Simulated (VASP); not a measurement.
Runs of VASP 6.6.1 on SiC. The structure is that of space group P6_3mc (No. 186), or close to it. The cells are those of the table. 

| cell | gap on the mesh (eV) | pressure (GPa) |
| --- | --- | --- |
| a = 2.998, b = 2.998, c = 4.918 Å, angles 90.0, 90.0, 120.0°, 4 atoms | 2.29 | 15.4 |
| a = 3.048, b = 3.048, c = 5.001 Å, angles 90.0, 90.0, 120.0°, 4 atoms | 2.37 | 2.4 |
| a = 3.056, b = 3.056, c = 5.016 Å, angles 90.0, 90.0, 120.0°, 4 atoms | (b) | 0.4 |
| a = 3.065, b = 3.065, c = 5.030 Å, angles 90.0, 90.0, 120.0°, 4 atoms | 2.39 | (c) |
| a = 3.040, b = 3.040, c = 4.987 Å, angles 90.0, 90.0, 120.0°, 4 atoms | 2.35 | (a) |
| a = 3.016, b = 3.016, c = 4.948 Å, angles 90.0, 90.0, 120.0°, 4 atoms | 2.32 | 10.4 |
| a = 3.028, b = 3.028, c = 4.967 Å, angles 90.0, 90.0, 120.0°, 4 atoms | 2.34 | 7.4 |

Alike in all rows: task single point; level LDA; potentials or basis VASP PAW LDA potentials, release 64 (Si, C); no spin polarisation; k mesh 8 × 8 × 4; cutoff (eV) 520; smearing gaussian 0.01 eV.

Question: Fill in the values left out.

Answer: (a) 4.4; (b) 2.38; (c) -1.6.

A k mesh can miss the band edges.
